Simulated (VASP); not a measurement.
Input of a VASP 6.6.1 run:

INCAR

```
ALGO = Normal
EDIFF = 1E-7
ENCUT = 520
GGA = PE
ISIF = 2
ISMEAR = -1
LASPH = True
LCHARG = False
LREAL = False
LWAVE = False
NBANDS = 28
NELM = 100
PREC = Accurate
SIGMA = 0.02
```

Contents of KPOINTS:

```
k-points
0
Gamma
  6 6 2
```

The input POSCAR:

```
TePb
1.0
    5.6061990000      0.0000000000      0.0000000000
   -2.8031000000      4.8551110000      0.0000000000
    0.0000000000      0.0000000000      6.7042610000
Pb Te
2 2
Direct
    0.3259325000      0.6675785579     -0.0553037837
    0.6714689269      0.3357762572      0.4340030915
    0.3438154629      0.6729306498      0.4314083238
    0.6633348531      0.3366077521      0.9417639021
```

Potentials or basis: VASP PAW PBE potentials, release 64 (Pb_d, Te).

Run with:

```console
$ cat potpaw_PBE.64/Pb_d/POTCAR potpaw_PBE.64/Te/POTCAR > POTCAR
$ mpirun -np 1 vasp_std > vasp.out
```

(1) Estimate the largest force.

(2) Predict the pressure.

## Answers

(1) 0.113 eV/Å.

(2) -0.7 GPa.

Caveat: the k points lie up to 0.47 Å⁻¹ apart; the atoms stand as in a frame of molecular dynamics.
